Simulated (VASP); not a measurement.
The system is Al2GaSb3.

```
Al Ga Sb
1.0
     4.57813    0.00000    0.00000
    -2.28906    3.96478    0.00000
     0.00000    0.00000    7.58371
Al Ga Sb
2 1 3
Cartesian
  0.0000 2.6432 5.5398
  0.0000 2.6432 1.9858
  0.0000 0.0000 4.0620
  2.2891 1.3216 3.6236
  2.2891 1.3216 0.3378
  0.0000 0.0000 7.2021
```

The cell was generated, and may not be a known phase.

| Property | Result |
| --- | --- |
| Program | VASP 6.6.1 |
| Task | relaxation of cell and atoms |
| Functional | PBE |
| Potentials or basis | VASP PAW PBE potentials, release 64 (Al, Ga_d, Sb_d_GW) |
| Cutoff | 500 eV |
| k mesh | 6 × 6 × 2 |
| Occupations | gaussian, width 0.1 eV |
| Spin | no spin polarisation |

At the start: pressure 9.0 GPa; volume 22.94 Å³/atom.

Task: Where does the relaxation end?

Result: Over 34 steps the energy falls by 299.2 meV/atom and the volume is 23.32 Å³/atom (+1.7 %); space group P3m1 (No. 156, to 0.1 Å) before and after.

Step by step:
```csv
step,energy change (eV),largest force (eV/Å),pressure (GPa),volume (Å³)
1,0.0000,1.4519,8.97,137.65
2,-0.7945,0.7093,-1.65,164.69
3,-0.7985,0.7533,-1.07,162.36
4,-0.9295,0.8154,-1.10,159.94
5,-1.0645,0.9789,0.94,152.38
6,-1.1044,0.4183,-0.47,155.81
7,-1.1154,0.5010,-0.16,154.80
8,-1.1155,0.5255,-0.11,154.64
9,-1.1499,0.5231,0.04,153.42
10,-1.2252,0.6957,0.77,149.77
11,-1.1661,1.3967,2.79,142.58
12,-1.2366,0.8612,1.37,147.35
13,-1.2520,0.8126,1.23,147.44
14,-1.2911,0.6879,0.82,147.71
15,-1.3444,0.5410,0.06,148.23
16,-1.4115,0.5079,-1.14,149.29
17,-1.5077,0.4658,-2.69,151.39
18,-1.5655,0.4769,-1.90,148.40
19,-1.5875,0.6170,-0.83,145.41
20,-1.6102,0.5782,-0.68,144.57
21,-1.6634,0.4433,-0.13,142.09
22,-1.6826,0.4730,1.44,137.14
23,-1.6910,0.4129,0.76,138.98
24,-1.7228,0.3507,0.15,140.24
25,-1.7443,0.3389,-0.92,142.78
26,-1.7685,0.2986,-0.13,140.34
27,-1.7707,0.2782,0.24,139.34
28,-1.7815,0.2040,-0.02,139.97
29,-1.7870,0.1480,-0.33,140.81
30,-1.7916,0.1196,0.23,139.33
31,-1.7916,0.1195,0.25,139.28
32,-1.7938,0.0740,-0.02,139.90
33,-1.7938,0.0654,-0.05,139.97
34,-1.7949,0.0242,-0.03,139.93
```

Final structure:
```cif
data_structure
_symmetry_space_group_name_H-M 'P 1'
_symmetry_Int_Tables_number 1
_cell_length_a 4.9177
_cell_length_b 4.9177
_cell_length_c 6.6811
_cell_angle_alpha 90.000
_cell_angle_beta 90.000
_cell_angle_gamma 120.000
_cell_volume 139.93
loop_
_atom_site_label
_atom_site_type_symbol
_atom_site_fract_x
_atom_site_fract_y
_atom_site_fract_z
_atom_site_occupancy
Al1 Al 0.33333 0.66667 0.73157 1
Al2 Al 0.33333 0.66667 0.26401 1
Ga1 Ga 0.00000 0.00000 0.39772 1
Sb1 Sb 0.66667 0.33333 0.60231 1
Sb2 Sb 0.66667 0.33333 0.11406 1
Sb3 Sb 0.00000 0.00000 0.89033 1
```

Caveat: the k points lie up to 0.47 Å⁻¹ apart in the final cell, too coarse for converged energies and pressures of a metal.
